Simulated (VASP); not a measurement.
# ZnAu (Pm-3m) in VASP: further runs

Runs on ZnAu. Level: LDA. Tasks: single point, relaxation of cell and atoms.

Everything below comes from runs of VASP 6.6.1. Logs are shortened: lines on timing, memory, paths and dates and some standing lists are left out, and cuts for length are marked.

## (1) The cell of the first run

Symmetry: Pm-3m, No. 221, cubic system. The conventional cell has a = 3.095 Å, b = 3.095 Å, c = 3.095 Å, α = 90.00°, β = 90.00°, γ = 90.00°. Zn (site symmetry m-3m) has 8 Au at 2.68 Å and 6 Zn at 3.10 Å within 3.5 Å. Within 3.5 Å of Au (site symmetry m-3m) lie 8 Zn at 2.68 Å and 6 Au at 3.10 Å.

## (2) Single point, LDA

The input, INCAR:

```
SYSTEM = ZnAu
  ALGO = Normal
  EDIFF = 1E-6
  ENCUT = 520
  ISIF = 2
  ISMEAR = 0
  LASPH = .True.
  LCHARG = .False.
  LREAL = .False.
  LWAVE = .False.
  NBANDS = 18
  NELM = 100
  PREC = Accurate
  SIGMA = 0.1
```

The input, KPOINTS:

```
k-points
0
Gamma
  14 14 14
  0 0 0
```

The input, POSCAR:

```
ZnAu
1.0
    3.0953985959      0.0000000000      0.0000000000
    0.0000000000      3.0953985959      0.0000000000
    0.0000000000      0.0000000000      3.0953985959
Zn Au
1 1
Direct
    0.5000000000      0.5000000000      0.5000000000
    0.0000000000      0.0000000000      0.0000000000
```

Potentials or basis: VASP PAW LDA potentials, release 64 (Zn, Au).

Command:

```
cat potpaw_LDA.64/Zn/POTCAR potpaw_LDA.64/Au/POTCAR > POTCAR
mpirun -np 1 vasp_std > vasp.out
```

OUTCAR:

```text
SYSTEM = ZnAu
   EDIFF = 1E-6
   ENCUT = 520
   ISIF = 2
   ISMEAR = 0
   LASPH = .True.
   LREAL = .False.
   NELM = 100
   PREC = Accurate

 ion  position               nearest neighbor table
   1  0.500  0.500  0.500-   2 2.68   2 2.68   2 2.68   2 2.68   2 2.68   2 2.68   2 2.68   2 2.68

   2  0.000  0.000  0.000-   1 2.68   1 2.68   1 2.68   1 2.68   1 2.68   1 2.68   1 2.68   1 2.68

  LATTYP: Found a simple cubic cell.
 ALAT       =     3.0953985959

  Lattice vectors:

 A1 = (   3.0953985959,   0.0000000000,   0.0000000000)
 A2 = (   0.0000000000,   3.0953985959,   0.0000000000)
 A3 = (   0.0000000000,   0.0000000000,   3.0953985959)

Analysis of symmetry for initial positions (statically):
=====================================================================
 Subroutine PRICEL returns:
 Original cell was already a primitive cell.

 Routine SETGRP: Setting up the symmetry group for a
 simple cubic supercell.

 Subroutine GETGRP returns: Found 48 space group operations
 (whereof 48 operations were pure point group operations)
 out of a pool of 48 trial point group operations.

The static configuration has the point symmetry O_h .

Analysis of symmetry for dynamics (positions and initial velocities):
=====================================================================
 Subroutine PRICEL returns:
 Original cell was already a primitive cell.

 Routine SETGRP: Setting up the symmetry group for a
 simple cubic supercell.

 Subroutine GETGRP returns: Found 48 space group operations
 (whereof 48 operations were pure point group operations)
 out of a pool of 48 trial point group operations.

The dynamic configuration has the point symmetry O_h .

 Subroutine INISYM returns: Found 48 space group operations
 (whereof 48 operations are pure point group operations),
 and found     1 'primitive' translations

----------------------------------------------------------------------------------------

                                     Primitive cell

  volume of cell :      29.6585

  direct lattice vectors                    reciprocal lattice vectors
     3.095398596  0.000000000  0.000000000     0.323060171  0.000000000  0.000000000
     0.000000000  3.095398596  0.000000000     0.000000000  0.323060171  0.000000000
     0.000000000  0.000000000  3.095398596     0.000000000  0.000000000  0.323060171

  length of vectors
     3.095398596  3.095398596  3.095398596     0.323060171  0.323060171  0.323060171

[... 73 lines left out ...]
   ICHARG =      2    charge: 1-file 2-atom 10-const
   ISPIN  =      1    spin polarized calculation?
   LNONCOLLINEAR =      F non collinear calculations
   LSORBIT =      F    spin-orbit coupling
   LASPH  =      T    aspherical Exc in radial PAW
   ENCUT  =  520.0 eV  38.22 Ry    6.18 a.u.   5.76  5.76  5.76*2*pi/ulx,y,z
   NELM   =    100;   NELMIN=  2; NELMDL= -5     # of ELM steps
   EDIFF  = 0.1E-05   stopping-criterion for ELM
   LREAL  =      F    real-space projection
   EDIFFG = 0.1E-04   stopping-criterion for IOM
   NSW    =      0    number of steps for IOM
   IBRION =     -1    ionic relax: 0-MD 1-quasi-New 2-CG
   NFREE  =      0    steps in history (QN), initial steepest desc. (CG)
   ISIF   =      2    stress and relaxation
   ISYM   =      2    0-nonsym 1-usesym 2-fastsym
   POTIM  = 0.5000    time-step for ionic-motion
   TEBEG  =    0.0;   TEEND  =   0.0 temperature during run
   PSTRESS=    0.0 pullay stress
   NELECT =      23.0000    total number of electrons
   NUPDOWN=      -1.0000    fix difference up-down
   EMIN   =  10.00;   EMAX   =-10.00  energy-range for DOS
   EFERMI =   0.00;   METHOD = LEGACY
   ISMEAR =     0;   SIGMA  =   0.10  broadening in eV -4-tet -1-fermi 0-gaus
   EFERMI_NEDOS =   21; number of points for ismear=-14 and -15
   IALGO  =     38    algorithm
   IMIX   =      4    mixing-type and parameters
     AMIX     =   0.40;   BMIX     =  1.00
     AMIX_MAG =   1.60;   BMIX_MAG =  1.00
  volume/ion in A,a.u.               =      14.83       100.07
  Fermi-wavevector in a.u.,A,eV,Ry     =   1.504068  2.842277 30.779387  2.262221
  Thomas-Fermi vector in A             =   2.615096
   LORBIT       =      0    0 simple, 1 ext, 2 COOP (PROOUT), +10 PAW based schemes
   GGA     = CA    functional components
   LHFCALC =     F    Hartree Fock is set to
   AEXX    =    0.0000 exact exchange contribution
   IVDW    =     0    specifies the selected vdW correction
   LEPSILON=     F    determine dielectric tensor
   LRPA    =     F    only Hartree local field effects (RPA)
 non-spin polarized calculation
 Gauss-broadening in eV      SIGMA  =   0.10
  energy-cutoff  :      520.00
  volume of cell :       29.66
 maximum number of plane-waves:       840
 NGX is ok and might be reduce to    24
   NGX = 11   NGY = 11   NGZ = 11

 number of electron      22.9999962 magnetization

 Free energy of the ion-electron system (eV)
  ---------------------------------------------------
  ext. energy  EPLUGINS =         0.00000000
  ---------------------------------------------------
  free energy    TOTEN  =        -6.75599155 eV

  energy without entropy =       -6.75228177  energy(sigma->0) =       -6.75413666

 E-fermi :   7.5268     XC(G=0): -12.9605

 val. band max:        7.5048615371   @ k =   0.5000   0.5000   0.2143
 cond. band min:       7.5336636653   @ k =   0.4286   0.4286   0.3571
 fundamental gap:      0.0288021282
 Fermi energy:         7.5268455042

 k-point     1 :       0.0000    0.0000    0.0000
  band No.  band energies     occupation
      1      -3.5984      2.00000
      2      -0.9277      2.00000
      3      -0.9277      2.00000
      4      -0.1328      2.00000
      5      -0.1328      2.00000
      6      -0.1328      2.00000
[... 481 lines left out ...]
      5      -0.1099      2.00000
      6       0.2315      2.00000
[... 10 lines left out ...]
     17      22.2343      0.00000
     18      22.6188      0.00000

 [... further k-points ...]
[... 5 lines left out ...]
  --------------------------------------------------------------------------------------
  -------------------------------------------------------------------------------------
  Total        0.1239672      0.1239672      0.1239672      0.0000000      0.0000000     -0.0000000
  in kB        6.6968032      6.6968032      6.6968032      0.0000000      0.0000000     -0.0000000
  external PRESSURE =       6.6968032 kB  Pullay stress =       0.0000000 kB

 VOLUME and BASIS-vectors are now :
 -----------------------------------------------------------------------------
  energy-cutoff  :      520.00
  volume of cell :       29.66
      direct lattice vectors                 reciprocal lattice vectors
     3.095398596  0.000000000  0.000000000     0.323060171  0.000000000  0.000000000
     0.000000000  3.095398596  0.000000000     0.000000000  0.323060171  0.000000000
     0.000000000  0.000000000  3.095398596     0.000000000  0.000000000  0.323060171

 POSITION                                       TOTAL-FORCE (eV/Angst)
 -----------------------------------------------------------------------------------
      1.54770      1.54770      1.54770         0.000000      0.000000      0.000000
      0.00000      0.00000      0.00000         0.000000      0.000000      0.000000
 -----------------------------------------------------------------------------------
    total drift:                                0.000000      0.000000     -0.000000

  FREE ENERGIE OF THE ION-ELECTRON SYSTEM (eV)
  ---------------------------------------------------
  free  energy   TOTEN  =        -6.7559915532 eV

  energy  without entropy=       -6.7522817659  energy(sigma->0) =       -6.75413666
```

stdout:

```text
POSCAR found type information on POSCAR ZnAu
 POSCAR found :  2 types and       2 ions
 scaLAPACK will be used
 LDA part: xc-table for (Slater(with rela. corr.)+CA(PZ))
 , standard interpolation
 POSCAR, INCAR and KPOINTS ok, starting setup
 FFT: planning ... GRIDC
 FFT: planning ... GRID_SOFT
 FFT: planning ... GRID
 WAVECAR not read
 entering main loop
```

Wall time 13 s (1 thread of Intel Xeon Platinum 8559C (Emerald Rapids), shared host); peak memory 0.18 GiB.

Results:

| Property | Result |
| --- | --- |
| Free energy | -6.7560 eV |
| Pressure | 0.7 GPa |

Levels at points of the mesh, in eV from the Fermi level:
```
           k point  band 10  band 11  band 12  band 13  band 14  band 15
(0.00, 0.00, 0.00)    -3.83    -3.83     4.99     4.99     4.99     9.37
(0.50, 0.00, 0.00)    -5.15    -4.02    -2.39    10.58    11.43    11.43
(0.50, 0.50, 0.00)    -3.20    -2.20    -2.20     1.01     2.74    10.51
(0.50, 0.50, 0.50)    -3.15     1.39     3.81     3.81     3.81     3.87
```

Caveat: spin-orbit coupling is left out, which moves the levels of the heavy elements.

(Part 1 of 2 ends here.)
